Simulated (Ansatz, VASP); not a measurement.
**W: VASP beside Ansatz**

```
CELL_PARAMETERS angstrom
0.00000 2.04344 2.04344
2.04344 0.00000 2.04344
2.04344 2.04344 0.00000
ATOMIC_POSITIONS crystal
W 0.00000 0.00000 0.00000
```

Change from the starting cell: volume scaled by 1.02, PAW files.

Alike in both runs: task electric field gradients; functional PBEsol; k mesh 14 × 14 × 14; occupations fermi-dirac, width 0.05 eV; no spin polarisation.

```csv
,VASP,Ansatz
version,VASP 6.6.1,Ansatz 0.2.0
potentials or method,"VASP PAW PBE potentials, release 64 (W_sv)","PAW with Ansatz's default frozen-core files, scalar-relativistic"
plane-wave cutoff (eV),520,420
valence electrons in the cell,14,14
```

VASP gave:

| Quantity | Value |
| --- | --- |
| pressure (GPa) | -17.0 |

What did Ansatz give for the same quantities?

Pressure (GPa): -17.4.

VASP's potentials were made for PBE, not for PBEsol. The functional is the same, so the differences come from potentials, cutoffs and numerics.

Neither program's run includes spin-orbit coupling.
